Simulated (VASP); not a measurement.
Re:

```
Re
1.0
     0.00000    2.70462    2.70462
     2.70462    0.00000    2.70462
     2.70462    2.70462    0.00000
Re
2
Direct
  0.12500 0.12500 0.12500
  0.87500 0.87500 0.87500
```

This isn't the form of Re at room conditions, which is hcp.

Base run:

| Item | Value |
| --- | --- |
| Program | VASP 6.6.1 |
| Functional | LDA |
| Potentials or basis | VASP PAW LDA potentials, release 64 (Re_sv_GW) |
| Cutoff | 560 eV |
| k mesh | 11 × 11 × 11 |
| Occupations | fermi-dirac, width 0.1 eV |
| Spin | no spin polarisation |

Its results: band gap on the k mesh zero (bands 15 and 16 overlap by 1.26 eV); pressure 19.6 GPa.

Q: The run is repeated on the same cell with these changes: potentials or basis from VASP PAW LDA potentials, release 64 (Re_sv_GW) to VASP PAW LDA potentials, release 64 (Re); cutoff from 560 eV to 520 eV; further incar settings from ALGO = Normal; EDIFF = 1e-06; NBANDS = 22 to ALGO = Normal; EDIFF = 1e-06; NBANDS = 14; valence electrons from 30 to 14. What comes out?

A: Band gap on the k mesh zero (bands 7 and 8 overlap by 1.25 eV); pressure 17.2 GPa.

Caveats: the cell stands under pressure; spin-orbit coupling is left out, which moves the levels of the heavy elements.
